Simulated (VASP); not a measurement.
PbCH3F: single point with PBE

System: PbCH3F, in a box.

```
CELL_PARAMETERS angstrom
13.13000 0.00000 0.00000
0.00000 10.73000 0.00000
0.00000 0.00000 11.13000
ATOMIC_POSITIONS crystal
Pb 0.44349 0.48946 0.40431
C 0.58911 0.48782 0.52300
H 0.65710 0.46538 0.46909
H 0.59913 0.58077 0.56378
H 0.58022 0.41938 0.59603
F 0.34273 0.48457 0.54820
```

```json
{"Program": "VASP 6.6.1", "Task": "single point", "Functional": "PBE", "Potentials or basis": "VASP PAW PBE potentials, release 64 (Pb_d, C, H, F)", "Cutoff": "520 eV", "k mesh": "1 × 1 × 1", "Occupations": "gaussian, width 0.01 eV", "Spin": "no spin polarisation"}
```

The largest force is 0.308 eV/Å. The gap between the frontier levels is 2.29 eV.

Forces on the atoms (eV/Å):
```
Pb   0.290  0.005 -0.103
C   -0.055 -0.002 -0.019
H   -0.089  0.023  0.057
H   -0.029 -0.078 -0.050
H   -0.015  0.058 -0.084
F   -0.102 -0.006  0.199
```

Levels at points of the mesh, in eV from the valence-band top:
```
           k point  band 11  band 12  band 13  band 14  band 15  band 16  band 17  band 18
(0.00, 0.00, 0.00)    -2.48    -2.33    -2.21     0.00     2.29     4.24     4.92     5.13
```

Wall time 2.3 min on 1 thread of Oxide Virtual Turin-like Processor, with other jobs on the host, peak memory 1.1 GiB.

Caveat: spin-orbit coupling is left out, which moves the levels of the heavy elements.
